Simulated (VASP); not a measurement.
# CdS (P6_3mc) in VASP: notebook

CdS is run at these levels: PBE; tasks: relaxation of cell and atoms.

All numbers are computed with VASP 6.6.1; they aren't measurements. Logs are shortened: lines on timing, memory, paths and dates and some standing lists are left out, and cuts for length are marked.

## 1. The cell of the first run

The structure is hexagonal, space group P6_3mc (No. 186). Conventional cell: a = 3.936 Å, b = 3.936 Å, c = 6.353 Å, α = 90.00°, β = 90.00°, γ = 120.00°. Within 3.2 Å of Cd (site symmetry 3m) lie 4 S at 2.40 to 2.41 Å. S (site symmetry 3m) has 4 Cd at 2.40 to 2.41 Å within 3.2 Å.

## 2. Relaxation of cell and atoms, PBE

INCAR

```
ALGO = Normal
EDIFF = 1E-6
EDIFFG = -0.05
ENCUT = 600
GGA = PE
IBRION = 2
ISIF = 3
ISMEAR = 0
LASPH = True
LCHARG = False
LREAL = False
LWAVE = False
NELM = 80
NSW = 80
PREC = Accurate
SIGMA = 0.1
```

KPOINTS

```
k-points
0
Gamma
  6 6 4
```

POSCAR

```
CdS
1.0
    3.9361220290      0.0000000000      0.0000000000
   -1.9680610145      3.4087816695      0.0000000000
    0.0000000000      0.0000000000      6.3532568405
Cd S
2 2
Direct
    0.6666666667      0.3333333333      0.5006044111
    0.3333333333      0.6666666667      0.0006044111
    0.6666666667      0.3333333333      0.8797055889
    0.3333333333      0.6666666667      0.3797055889
```

Potentials or basis: VASP PAW PBE potentials, release 64 (Cd, S).

Command:

```sh
$ cat potpaw_PBE.64/Cd/POTCAR potpaw_PBE.64/S/POTCAR > POTCAR
$ mpirun -np 1 vasp_std > vasp.out
```

OUTCAR:

```text
EDIFF = 1E-6
   EDIFFG = -0.05
   ENCUT = 600
   GGA = PE
   IBRION = 2
   ISIF = 3
   ISMEAR = 0
   LASPH = True
   LREAL = False
   NELM = 80
   NSW = 80
   PREC = Accurate

 ion  position               nearest neighbor table
   1  0.667  0.333  0.501-   4 2.40   4 2.40   4 2.40   3 2.41
   2  0.333  0.667  0.001-   3 2.40   3 2.40   3 2.40   4 2.41
   3  0.667  0.333  0.880-   2 2.40   2 2.40   2 2.40   1 2.41
   4  0.333  0.667  0.380-   1 2.40   1 2.40   1 2.40   2 2.41

  LATTYP: Found a hexagonal cell.
 ALAT       =     3.9361220290
 C/A-ratio  =     1.6140904153

  Lattice vectors:

 A1 = (   3.9361220290,   0.0000000000,   0.0000000000)
 A2 = (  -1.9680610145,   3.4087816695,   0.0000000000)
 A3 = (   0.0000000000,   0.0000000000,   6.3532568405)

Analysis of symmetry for initial positions (statically):
=====================================================================
 Subroutine PRICEL returns:
 Original cell was already a primitive cell.

 Routine SETGRP: Setting up the symmetry group for a
 hexagonal supercell.

 Subroutine GETGRP returns: Found 12 space group operations
 (whereof  6 operations were pure point group operations)
 out of a pool of 24 trial point group operations.

The static configuration has the point symmetry C_3v.
 The point group associated with its full space group is C_6v.

Analysis of symmetry for dynamics (positions and initial velocities):
=====================================================================
 Subroutine PRICEL returns:
 Original cell was already a primitive cell.

 Routine SETGRP: Setting up the symmetry group for a
 hexagonal supercell.

 Subroutine GETGRP returns: Found 12 space group operations
 (whereof  6 operations were pure point group operations)
 out of a pool of 24 trial point group operations.

The dynamic configuration has the point symmetry C_3v.
 The point group associated with its full space group is C_6v.

 Subroutine INISYM returns: Found 12 space group operations
 (whereof  6 operations are pure point group operations),
 and found     1 'primitive' translations

----------------------------------------------------------------------------------------

                                     Primitive cell

  volume of cell :      85.2441

  direct lattice vectors                    reciprocal lattice vectors
     3.936122029  0.000000000  0.000000000     0.254057164  0.146679972  0.000000000
    -1.968061014  3.408781670  0.000000000     0.000000000  0.293359944  0.000000000
     0.000000000  0.000000000  6.353256841     0.000000000  0.000000000  0.157399587

  length of vectors
     3.936122029  3.936122029  6.353256841     0.293359944  0.293359944  0.157399587

  position of ions in fractional coordinates (direct lattice)
     0.666666667  0.333333333  0.500604411
     0.333333333  0.666666667  0.000604411
     0.666666667  0.333333333  0.879705589
     0.333333333  0.666666667  0.379705589

  ion indices of the primitive-cell ions
   primitive index   ion index
                 1           1
                 2           2
                 3           3
                 4           4

----------------------------------------------------------------------------------------

 KPOINTS: k-points

Automatic generation of k-mesh.
 Grid dimensions read from file:
 generate k-points for:    6    6    4

 Generating k-lattice:

  Cartesian coordinates                     Fractional coordinates (reciprocal lattice)
     0.042342861  0.024446662  0.000000000     0.166666667 -0.000000000  0.000000000
     0.000000000  0.048893324  0.000000000     0.000000000  0.166666667  0.000000000
     0.000000000  0.000000000  0.039349897     0.000000000  0.000000000  0.250000000

  Length of vectors
     0.048893324  0.048893324  0.039349897

  Shift w.r.t. Gamma in fractional coordinates (k-lattice)
     0.000000000  0.000000000  0.000000000

 Subroutine IBZKPT returns following result:
 ===========================================

 Found     21 irreducible k-points:

 Following reciprocal coordinates:
            Coordinates               Weight
  0.000000  0.000000  0.000000      1.000000
  0.166667 -0.000000  0.000000      6.000000
  0.333333 -0.000000  0.000000      6.000000
  0.500000  0.000000  0.000000      3.000000
  0.166667  0.166667  0.000000      6.000000
  0.333333  0.166667  0.000000     12.000000
[... 13 lines left out ...]
  0.333333  0.166667  0.500000     12.000000
  0.333333  0.333333  0.500000      2.000000
   k-points           NKPTS =     21   k-points in BZ     NKDIM =     21   number of bands    NBANDS=     22
   number of dos      NEDOS =    301   number of ions     NIONS =      4
   total plane-waves  NPLWV =  55296
   dimension x,y,z NGX =    32 NGY =   32 NGZ =   54
   dimension x,y,z NGXF=    64 NGYF=   64 NGZF=  108
   ions per type =               2   2
   NGX,Y,Z   is equivalent  to a cutoff of  13.52, 13.52, 14.13 a.u.
   NGXF,Y,Z  is equivalent  to a cutoff of  27.03, 27.03, 28.26 a.u.
 SYSTEM =  unknown system
   PREC   = accura    normal or accurate (medium, high low for compatibility)
   ISTART =      0    job   : 0-new  1-cont  2-samecut
   ICHARG =      2    charge: 1-file 2-atom 10-const
   ISPIN  =      1    spin polarized calculation?
   LNONCOLLINEAR =      F non collinear calculations
   LSORBIT =      F    spin-orbit coupling
   LASPH  =      T    aspherical Exc in radial PAW
   ENCUT  =  600.0 eV  44.10 Ry    6.64 a.u.   7.86  7.86 12.69*2*pi/ulx,y,z
   NELM   =     80;   NELMIN=  2; NELMDL= -5     # of ELM steps
   EDIFF  = 0.1E-05   stopping-criterion for ELM
   LREAL  =      F    real-space projection
   EDIFFG = -.5E-01   stopping-criterion for IOM
   NSW    =     80    number of steps for IOM
   IBRION =      2    ionic relax: 0-MD 1-quasi-New 2-CG
   NFREE  =      1    steps in history (QN), initial steepest desc. (CG)
   ISIF   =      3    stress and relaxation
   ISYM   =      2    0-nonsym 1-usesym 2-fastsym
   POTIM  = 0.5000    time-step for ionic-motion
   TEBEG  =    0.0;   TEEND  =   0.0 temperature during run
   PSTRESS=    0.0 pullay stress
   NELECT =      36.0000    total number of electrons
   NUPDOWN=      -1.0000    fix difference up-down
   EMIN   =  10.00;   EMAX   =-10.00  energy-range for DOS
   EFERMI =   0.00;   METHOD = LEGACY
   ISMEAR =     0;   SIGMA  =   0.10  broadening in eV -4-tet -1-fermi 0-gaus
   EFERMI_NEDOS =   21; number of points for ismear=-14 and -15
   IALGO  =     38    algorithm
   IMIX   =      4    mixing-type and parameters
     AMIX     =   0.40;   BMIX     =  1.00
     AMIX_MAG =   1.60;   BMIX_MAG =  1.00
  volume/ion in A,a.u.               =      21.31       143.81
  Fermi-wavevector in a.u.,A,eV,Ry     =   1.228252  2.321060 20.525802  1.508604
  Thomas-Fermi vector in A             =   2.363185
   LORBIT       =      0    0 simple, 1 ext, 2 COOP (PROOUT), +10 PAW based schemes
   GGA     = PE    functional components
   LHFCALC =     F    Hartree Fock is set to
   AEXX    =    0.0000 exact exchange contribution
   IVDW    =     0    specifies the selected vdW correction
   LEPSILON=     F    determine dielectric tensor
   LRPA    =     F    only Hartree local field effects (RPA)
 conjugate gradient relaxation of ions
 non-spin polarized calculation
 Gauss-broadening in eV      SIGMA  =   0.10
  energy-cutoff  :      600.00
  volume of cell :       85.24
 maximum number of plane-waves:      2861
 NGX is ok and might be reduce to    32
   NGX = 15   NGY = 15   NGZ = 25

--------------------------------------- Ionic step        1  -------------------------------------------

 number of electron      36.0000002 magnetization

 Free energy of the ion-electron system (eV)
  ---------------------------------------------------
  ext. energy  EPLUGINS =         0.00000000
  ---------------------------------------------------
  free energy    TOTEN  =       -11.41315414 eV

  energy without entropy =      -11.41315414  energy(sigma->0) =      -11.41315414

------------------------ aborting loop because EDIFF is reached ----------------------------------------

  FORCE on cell =-STRESS in cart. coord.  units (eV):
  Direction    XX          YY          ZZ          XY          YZ          ZX
  --------------------------------------------------------------------------------------
  -------------------------------------------------------------------------------------
  Total        9.3085015      9.3085015      9.3361068      0.0000000      0.0000000      0.0000000
  in kB      174.9549372    174.9549372    175.4737829      0.0000000      0.0000000      0.0000000
  external PRESSURE =     175.1278858 kB  Pullay stress =       0.0000000 kB

 VOLUME and BASIS-vectors are now :
 -----------------------------------------------------------------------------
  energy-cutoff  :      600.00
  volume of cell :       85.24
      direct lattice vectors                 reciprocal lattice vectors
     3.936122029  0.000000000  0.000000000     0.254057164  0.146679972  0.000000000
    -1.968061014  3.408781670  0.000000000     0.000000000  0.293359944  0.000000000
     0.000000000  0.000000000  6.353256841     0.000000000  0.000000000  0.157399587
[... 39 lines left out ...]
 POSITION                                       TOTAL-FORCE (eV/Angst)
 -----------------------------------------------------------------------------------
      2.18901      1.26382      3.53999         0.000000     -0.000000      0.015455
     -0.00000      2.52765      0.00568        -0.000000      0.000000      0.015455
      2.18901      1.26382      6.21691        -0.000000      0.000000     -0.015455
     -0.00000      2.52765      2.68260         0.000000      0.000000     -0.015455
 -----------------------------------------------------------------------------------
    total drift:                               -0.000000     -0.000000     -0.001462

  FREE ENERGIE OF THE ION-ELECTRON SYSTEM (eV)
  ---------------------------------------------------
  free  energy   TOTEN  =       -12.0870815795 eV

  energy  without entropy=      -12.0870815794  energy(sigma->0) =      -12.08708158

--------------------------------------- Ionic step        3  -------------------------------------------

 number of electron      36.0000002 magnetization

 Free energy of the ion-electron system (eV)
  ---------------------------------------------------
  ext. energy  EPLUGINS =         0.00000000
  ---------------------------------------------------
  free energy    TOTEN  =       -12.29167062 eV

  energy without entropy =      -12.29167062  energy(sigma->0) =      -12.29167062

 E-fermi :   1.2833     XC(G=0):  -8.9000

 val. band max:        0.8711905897   @ k =   0.0000   0.0000   0.0000
 cond. band min:       1.9880759479   @ k =   0.0000   0.0000   0.0000
 fundamental gap:      1.1168853582
 Fermi energy:         1.2833340732

 k-point     1 :       0.0000    0.0000    0.0000
  band No.  band energies     occupation
      1     -11.1851      2.00000
      2     -10.7971      2.00000
      3      -6.6523      2.00000
      4      -6.6523      2.00000
      5      -6.6499      2.00000
      6      -6.5797      2.00000
[... 14 lines left out ...]
     21       7.3287      0.00000
     22       7.3287      0.00000
[... 520 lines left out ...]
 POSITION                                       TOTAL-FORCE (eV/Angst)
 -----------------------------------------------------------------------------------
      2.10658      1.21623      3.40587        -0.000000      0.000000      0.015435
     -0.00000      2.43246      0.00501         0.000000      0.000000      0.015435
      2.10658      1.21623      5.98263        -0.000000     -0.000000     -0.015435
     -0.00000      2.43246      2.58176         0.000000      0.000000     -0.015435
 -----------------------------------------------------------------------------------
    total drift:                               -0.000000      0.000000     -0.000098

  FREE ENERGIE OF THE ION-ELECTRON SYSTEM (eV)
  ---------------------------------------------------
  free  energy   TOTEN  =       -12.2916706166 eV

  energy  without entropy=      -12.2916706166  energy(sigma->0) =      -12.29167062

 reached required accuracy - stopping structural energy minimisation
```

Wall time 68 s (1 thread of Intel Xeon Platinum 8559C (Emerald Rapids), shared host); peak memory 0.25 GiB.

What came out:

| Item | Value |
| --- | --- |
| Free energy | -12.2917 eV |
| Relaxed volume | 26.14 Å³/atom |
| Relaxed cell | a = 4.213 Å, b = 4.213 Å, c = 6.802 Å, α = 90.00°, β = 90.00°, γ = 120.00° |
| Space group after relaxing (to 0.05 Å) | P6_3mc (No. 186) |
| Energy gained by relaxing | 219.6 meV/atom |
| Ionic steps | 3 |
| Pressure after relaxing | 0.1 GPa |
| Largest force after relaxing | 0.015 eV/Å |
| Band gap on the k mesh | 1.12 eV, direct |

Forces on the atoms (eV/Å):
```
Cd   0.000  0.000  0.015
Cd   0.000  0.000  0.015
S    0.000  0.000 -0.015
S    0.000  0.000 -0.015
```

The path:
```tsv
step	energy change (eV)	largest force (eV/Å)	pressure (GPa)	volume (Å³)
1	0.0000	0.0261	17.51	85.24
2	-0.6739	0.0155	-4.69	117.33
3	-0.8785	0.0154	0.08	104.56
```

Final structure:
```
CELL_PARAMETERS angstrom
4.21315 0.00000 0.00000
-2.10658 3.64870 0.00000
0.00000 0.00000 6.80173
ATOMIC_POSITIONS crystal
Cd 0.66667 0.33333 0.50074
Cd 0.33333 0.66667 0.00074
S 0.66667 0.33333 0.87957
S 0.33333 0.66667 0.37957
```

Caveat: the volume moved by over 15 % at a fixed basis, so the end points are rough; the relaxation stopped at a loose force limit of 0.05 eV/Å, so its end isn't a converged minimum. PBE gaps usually lie below the measured ones, often by a third to a half.

(Continued in part 2 of 2.)
